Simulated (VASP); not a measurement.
BP:

```
CELL_PARAMETERS angstrom
0.00000 2.27350 2.27350
2.27350 0.00000 2.27350
2.27350 2.27350 0.00000
ATOMIC_POSITIONS crystal
B 0.00000 0.00000 0.00000
P 0.75000 0.75000 0.75000
```

Base run:

| Quantity | Value |
| --- | --- |
| Program | VASP 6.6.1 |
| Functional | PBE |
| Potentials or basis | VASP PAW PBE potentials, release 64 (B, P) |
| Cutoff | 520 eV |
| k mesh | 8 × 8 × 8 |
| Occupations | gaussian, width 0.05 eV |
| Spin | no spin polarisation |

Its results: band gap on the k mesh 1.28 eV, indirect (least direct gap 3.39 eV); pressure -0.1 GPa.

Question: The run is repeated on the same cell with these changes: functional from PBE to r2SCAN; further incar settings from ALGO = Normal; EDIFF = 1e-07; NBANDS = 11 to ALGO = Normal; EDIFF = 1e-06; NBANDS = 11. What comes out?

Answer: Band gap on the k mesh 1.48 eV, indirect (least direct gap 3.63 eV); pressure -1.6 GPa.

Caveats: the PAW data sets were made with another functional, which shifts forces and pressure a little (some runs).

A k mesh can miss the band edges.
